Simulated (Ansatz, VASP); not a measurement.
I: VASP beside Ansatz

```
CELL_PARAMETERS angstrom
3.67151 -2.24107 0.00000
3.67151 2.24107 0.00000
0.00000 0.00000 9.65349
ATOMIC_POSITIONS crystal
I 0.82892 0.17108 0.12240
I 0.67108 0.32892 0.62240
I 0.17108 0.82892 0.87760
I 0.32892 0.67108 0.37760
```

Alike in both runs: functional PBE; dispersion D3(BJ); k mesh 8 × 8 × 4; occupations gaussian, width 0.02 eV; no spin polarisation.

Ansatz relaxed the structure, and its values are those at the end. VASP's run is a single point on that final structure, the one shown.

|  | VASP | Ansatz |
| --- | --- | --- |
| version | VASP 6.6.1 | Ansatz 0.2.0 |
| potentials or method | VASP PAW PBE potentials, release 64 (I), cutoff 520 eV | scalar-relativistic, plane waves, PAW |
| valence electrons in the cell | 28 | 68 |

```tsv
	VASP	Ansatz	Ansatz less VASP
gap on the k mesh at the Fermi level (eV)	0.84	0.84	-0.002
least direct gap on the mesh (eV)	1.15	1.14	-0.008
pressure (GPa)	0.0	0.0	+0.04
rms of the force components (eV/Å)	0.008	0.001	-0.0069
```

VASP's potentials hold 28 valence electrons a cell and Ansatz's 68, so a difference there can come from the potentials and not from the codes.

Spin-orbit coupling is off throughout.
